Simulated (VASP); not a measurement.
Crystal: CaO (rocksalt type).

```
CELL_PARAMETERS angstrom
0.00000 2.29442 2.29442
2.29442 0.00000 2.29442
2.29442 2.29442 0.00000
ATOMIC_POSITIONS crystal
Ca 0.00000 0.00000 0.00000
O 0.50000 0.50000 0.50000
```

* Program: VASP 6.6.1
* Task: relaxation of cell and atoms
* Functional: PBE
* Potentials or basis: VASP PAW PBE potentials, release 64 (Ca_sv, O)
* Cutoff: 600 eV
* k mesh: 12 × 12 × 12
* Occupations: fermi-dirac, width 0.05 eV
* Spin: no spin polarisation

At the start: pressure 23.7 GPa; volume 12.08 Å³/atom.

Q: How do energy, volume and symmetry change on relaxing?

A: Over 5 steps the energy falls by 133.7 meV/atom and the volume is 14.16 Å³/atom (+17.3 %); space group Fm-3m (No. 225, to 0.1 Å) before and after.

Step by step:
```
step  energy change (eV)  largest force (eV/Å)  pressure (GPa)  volume (Å³)
   1              0.0000                0.0000           23.67        24.16
   2             -0.1992                0.0000           -7.71        30.95
   3             -0.2673                0.0000            0.06        28.32
   4             -0.2672                0.0000           -0.22        28.40
   5             -0.2673                0.0000            0.00        28.33
```

Final structure:
```cif
data_structure
_symmetry_space_group_name_H-M 'P 1'
_symmetry_Int_Tables_number 1
_cell_length_a 3.4217
_cell_length_b 3.4217
_cell_length_c 3.4217
_cell_angle_alpha 60.000
_cell_angle_beta 60.000
_cell_angle_gamma 60.000
_cell_volume 28.33
loop_
_atom_site_label
_atom_site_type_symbol
_atom_site_fract_x
_atom_site_fract_y
_atom_site_fract_z
_atom_site_occupancy
Ca1 Ca 0.00000 0.00000 0.00000 1
O1 O 0.50000 0.50000 0.50000 1
```

Caveat: the volume moved by over 15 % at a fixed basis, so the end points are rough.
